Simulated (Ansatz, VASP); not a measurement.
GaN: VASP and Ansatz over several settings

```xyz
2
Lattice="0.0000 2.1633 2.1633 2.1633 0.0000 2.1633 2.1633 2.1633 0.0000" Properties=species:S:1:pos:R:3 pbc="T T T"
Ga    0.0000    0.0000    0.0000
N     2.1633    2.1633    2.1633
```

Single points on this cell with VASP 6.6.1 and Ansatz 0.2.0. Each row is one pair of runs. Alike in all rows: spin: off; smearing: fermi-dirac, width 0.05 eV; VASP's potentials, cutoff: VASP PAW PBE potentials, release 64 (Ga_d, N), 520 eV.

| level | k mesh | Ansatz's potentials, cutoff | gap on the k mesh at the Fermi level (eV), VASP | gap on the k mesh at the Fermi level (eV), Ansatz | least direct gap on the mesh (eV), VASP | least direct gap on the mesh (eV), Ansatz | pressure (GPa), VASP | pressure (GPa), Ansatz |
| --- | --- | --- | --- | --- | --- | --- | --- | --- |
| r2SCAN | 11 × 11 × 11 | Ansatz PAW, 500 eV | 0.79 | 0.81 | 2.43 | 2.40 | -15.1 | -15.8 |
| HSE06 | 6 × 6 × 6 | Ansatz PAW, 420 eV | ? | 1.33 | ? | 3.10 | ? | -17.4 |
| PBE0 | 6 × 6 × 6 | Ansatz PAW, 420 eV | 2.04 | 2.01 | 3.82 | 3.78 | -16.8 | -17.6 |

Question: Fill in what VASP gave in row 2.

Answer: gap on the k mesh at the Fermi level (eV): 1.32; least direct gap on the mesh (eV): 3.10; pressure (GPa): -16.5.

Noted on Ansatz's runs: odd divisions of the mesh miss points on the zone boundary, where band edges often lie, so the gap on the mesh can be too wide.
